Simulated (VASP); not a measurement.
Here is a VASP 6.6.1 calculation.

INCAR

```
SYSTEM = Mo
ALGO = Fast ; EDIFF = 1E-7
ENCUT = 520 ; GGA = PS
ISIF = 2 ; ISMEAR = 0
LASPH = .True. ; LCHARG = .True.
LELF = .True. ; LREAL = .False.
LVHAR = .True. ; LWAVE = .False.
NBANDS = 13 ; NELM = 80
PREC = Accurate ; SIGMA = 0.15
```

KPOINTS

```
k-points
0
Gamma
  24 24 24
  0 0 0
```

File POSCAR:

```
Mo
1.0
   -1.5456568586      1.5456568586      1.6229397016
    1.5456568586     -1.5456568586      1.6229397016
    1.5456568586      1.5456568586     -1.6229397016
Mo
1
Direct
    0.0000000000      0.0000000000      0.0000000000
```

Potentials or basis: VASP PAW PBE potentials, release 64 (Mo_sv).

Launch:

```sh
$ cat potpaw_PBE.64/Mo_sv/POTCAR > POTCAR
$ mpirun -np 1 vasp_std > vasp.out
```

Task: What does it give for the pressure?

Result: -2.4 GPa.

Task: Predict the band gap on the k mesh.

Result: Zero (bands 7 and 8 overlap by 5.06 eV).

Stress tensor (GPa, compression positive):
```
  2.51   0.00   0.00
  0.00   2.51   0.00
  0.00   0.00 -12.10
```

Caveat: the PAW data sets were made with another functional, which shifts forces and pressure a little.
